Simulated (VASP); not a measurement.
Input of a VASP 6.6.1 run:

File INCAR:

```
SYSTEM = AlBOs
PREC = Accurate
ENCUT = 520
EDIFF = 1E-6
ISMEAR = -1
SIGMA = 0.15
LREAL = .FALSE.
LASPH = .TRUE.
NELM = 100
ALGO = Fast
ISIF = 2
LWAVE = .FALSE.
LCHARG = .FALSE.
GGA = PE
NBANDS = 14
```

Contents of KPOINTS:

```
regular mesh
0
G
  20 20 20
  0 0 0
```

The input POSCAR:

```
AlBOs
1.0
   -1.4465499460      1.4465499460      4.1574797276
    1.4465499460     -1.4465499460      4.1574797276
    1.4465499460      1.4465499460     -4.1574797276
Al B Os
1 1 1
Direct
    0.3277179614      0.3277179614      0.0000000000
    0.6412734571      0.6412734571      0.0000000000
    0.0310085814      0.0310085814      0.0000000000
```

Potentials or basis: VASP PAW PBE potentials, release 64 (Al, B, Os).

Launch:

```console
$ cat potpaw_PBE.64/Al/POTCAR potpaw_PBE.64/B/POTCAR potpaw_PBE.64/Os/POTCAR > POTCAR
$ mpirun -np 1 vasp_std > vasp.out
```

(1) What does it give for the pressure?

(2) Estimate the largest force.

(3) What does it give for the band gap on the k mesh?

Results:

(1) 0.4 GPa.

(2) 0.051 eV/Å.

(3) zero (bands 7 and 8 overlap by 0.25 eV).

Caveat: spin-orbit coupling is left out, which moves the levels of the heavy elements.
